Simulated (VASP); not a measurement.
Crystal: MgS.

```
CELL_PARAMETERS angstrom
0.00000 2.77426 2.77426
2.77426 0.00000 2.77426
2.77426 2.77426 0.00000
ATOMIC_POSITIONS crystal
Mg 0.00000 0.00000 0.00000
S 0.25000 0.25000 0.25000
```

This cell differs from its parent crystal: strain -2.0%.

Base run:

| Quantity | Value |
| --- | --- |
| Program | VASP 6.6.1 |
| Functional | r2SCAN |
| Potentials or basis | VASP PAW PBE potentials, release 64 (Mg, S) |
| Cutoff | 520 eV |
| k mesh | 8 × 8 × 8 |
| Occupations | gaussian, width 0.01 eV |
| Spin | no spin polarisation |

Its results: band gap on the k mesh 4.27 eV, indirect (least direct gap 4.46 eV); pressure 3.8 GPa.

The run is repeated on the same cell with these changes: functional from r2SCAN to PBE; k mesh from 8 × 8 × 8 to 4 × 4 × 4. What comes out?

Band gap on the k mesh 3.76 eV, direct; pressure 5.1 GPa.

Several settings changed at once, so the effect can't be laid on one alone.

Caveats: some runs use coarse meshes; the PAW data sets were made with another functional, which shifts forces and pressure a little (some runs).

A k mesh can miss the band edges.
